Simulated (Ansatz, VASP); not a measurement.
**P in VASP and in Ansatz**

File INCAR:

```
SYSTEM = P
ALGO = Normal ; EDIFF = 1E-6
ENCUT = 520 ; GGA = PS
ISIF = 2 ; ISMEAR = 0
LASPH = .True. ; LCHARG = .False.
LREAL = .False. ; LWAVE = .False.
NBANDS = 12 ; NELM = 100
PREC = Accurate ; SIGMA = 0.15
```

File KPOINTS:

```
k-points
0
Gamma
  24 24 12
  0 0 0
```

POSCAR

```
P
1.0
    2.5321266498      0.0000000000      0.0048253137
    0.0000000000      2.5320105085      0.0000000000
   -0.0102982953      0.0000000000      4.4095117485
P
2
Direct
    0.0000000000      0.0000000000      0.2500000000
    1.0000000000      0.0000000000      0.7500000000
```

Input for Ansatz:

```yaml
crystal:
  lattice:
    - [2.5321266498, 0.0, 0.0048253137]
    - [0.0, 2.5320105085, 0.0]
    - [-0.0102982953, 0.0, 4.4095117485]
  atoms:
    - { symbol: P, position: [0.0, 0.0, 0.25] }
    - { symbol: P, position: [1.0, 0.0, 0.75] }
basis:
  ecutwfc: 420
kpoints:
  mp_grid: { grid: [24, 24, 12] }
hamiltonian:
  xc: pbesol
scf:
  occupations: { method: gaussian, width: 0.15 }
output:
  forces: true
  stress: true
  eigenvalues: true
```

Change from the starting cell: strain +0.040 along x and y, -0.080 along z, atoms carried along.

Alike in both runs: task single point; functional PBEsol; k mesh 24 × 24 × 12; occupations gaussian, width 0.15 eV; no spin polarisation.

```csv
,VASP,Ansatz
version,VASP 6.6.1,Ansatz 0.2.0
potentials or method,"VASP PAW PBE potentials, release 64 (P), cutoff 520 eV","scalar-relativistic, plane waves, PAW"
valence electrons in the cell,10,10
```

|  | VASP | Ansatz | Ansatz less VASP |
| --- | --- | --- | --- |
| gap on the k mesh at the Fermi level (eV) | none | none | - |
| pressure (GPa) | 5.4 | 5.4 | -0.09 |
| traceless stress, the component that is largest in VASP (GPa) | 26.97 | 27.00 | +0.032 |

VASP's potentials were made for PBE, not for PBEsol. A gap of «none» marks a metal or a gap that the smearing closes. With one functional, cell and mesh, what is left measures potentials, basis and numerics.
